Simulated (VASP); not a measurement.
A run of VASP 6.6.1:

INCAR

```
PREC = Accurate
ENCUT = 520
EDIFF = 1E-7
ISMEAR = 0
SIGMA = 0.05
LREAL = Auto
LASPH = True
NELM = 150
ALGO = Normal
ISIF = 2
LWAVE = False
LCHARG = False
ISPIN = 2
MAGMOM = 0.2 0 0 0 0 0 0 0 0 0 0 0 0 0 0 0 0 0 0 0 0 0 0 0 0 0 0 0.2 0.2 0 0.2 0 0 0 0 0 0.2 0 0 0 0 0 0 0 0 0 0 0 0 0 0 0 0 0
LORBIT = 11
LMAXMIX = 4
GGA = PE
NELECT = 219.0
NBANDS = 147
```

File KPOINTS:

```
Automatic mesh
0
Gamma
  1 1 1
```

File POSCAR:

```
FeSi53
1.0
    0.0000000000      8.1406800000      8.1406800000
    8.1406800000      0.0000000000      8.1406800000
    8.1406800000      8.1406800000      0.0000000000
Fe Si
1 53
Direct
    0.2502953424      0.2499541772      0.2499213238
    0.2512574882      0.2508513223      0.5809475719
    0.2512205397      0.2508847356      0.9170060301
    0.2512462499      0.5809933159      0.2508172469
    0.2502654780      0.5832684591      0.5832371191
    0.2512405286      0.5810101670      0.9169460552
    0.2512246743      0.9170300439      0.2508465304
    0.2512327787      0.9169876711      0.5809598053
    0.2504806114      0.9165577911      0.9165013978
    0.5813559595      0.2508844632      0.2508555776
    0.5836362270      0.2499267690      0.5832588432
    0.5813192913      0.2508957948      0.9170067559
    0.5836340482      0.5832810567      0.2498918128
    0.5836441489      0.5832772444      0.5832169325
    0.5836390843      0.5832694317      0.9165587200
    0.5813184083      0.9170512216      0.2508339122
    0.5836454802      0.9165956566      0.5832194238
    0.5836301639      0.9166130791      0.9165746405
    0.9173643723      0.2508808642      0.2508423189
    0.9174051146      0.2508611422      0.5809359132
    0.9169098683      0.2501012985      0.9164922158
    0.9174106350      0.5809824250      0.2508120735
    0.9169751012      0.5832574264      0.5832086090
    0.9169560452      0.5832676061      0.9165682105
    0.9169118994      0.9165526569      0.2500427179
    0.9169537800      0.9166039983      0.5832294362
    0.9168967041      0.9165584291      0.9165147570
    0.1705042126      0.1701820431      0.1701572984
    0.1705582643      0.1701182151      0.4892398193
    0.1670966480      0.1667405668      0.8331045189
    0.1705610822      0.4892813557      0.1700933543
    0.1666876393      0.5001979150      0.5001653199
    0.1666688950      0.5002285206      0.8329512136
    0.1670959552      0.8331663020      0.1666822964
    0.1666632494      0.8329810410      0.5001863528
    0.1670838277      0.8331529742      0.8331151312
    0.4896161908      0.1701928013      0.1701573892
    0.5006017394      0.1663123217      0.5001980556
    0.5005658365      0.1663320838      0.8329772667
    0.5005922799      0.5002259900      0.1662763106
    0.5002806892      0.4999405416      0.4999041700
    0.5005832913      0.5002403252      0.8329214545
    0.5005654911      0.8330020691      0.1662900999
    0.5005792761      0.8329829425      0.5001771955
    0.5005772606      0.8331855010      0.8331344947
    0.8335089478      0.1667363563      0.1666769108
    0.8333466180      0.1663198636      0.5001876386
    0.8334777849      0.1667484393      0.8330873575
    0.8333497238      0.5002248084      0.1662832021
    0.8333579296      0.5002089344      0.5001562528
    0.8335486423      0.5001959675      0.8331263829
    0.8334823502      0.8331352392      0.1667011303
    0.8335548943      0.8331780115      0.5001371947
    0.8335444825      0.8331821260      0.8331451743
```

Potentials or basis: VASP PAW PBE potentials, release 64 (Fe, Si).

The run is started by

```bash
$ cat potpaw_PBE.64/Fe/POTCAR potpaw_PBE.64/Si/POTCAR > POTCAR
$ mpirun -np 1 vasp_gam > vasp.out
```

Hardware: 1 thread of Intel(R) Xeon(R) Platinum 8259CL CPU @ 2.50GHz (Skylake/Cascade Lake), with other jobs on the host.

Question: Estimate the wall time of this run.

Answer: It took 25 min on 1 thread of Intel(R) Xeon(R) Platinum 8259CL CPU @ 2.50GHz (Skylake/Cascade Lake), with other jobs on the host, peak memory 1.7 GiB. Counts: scf iterations 27, k points 1.
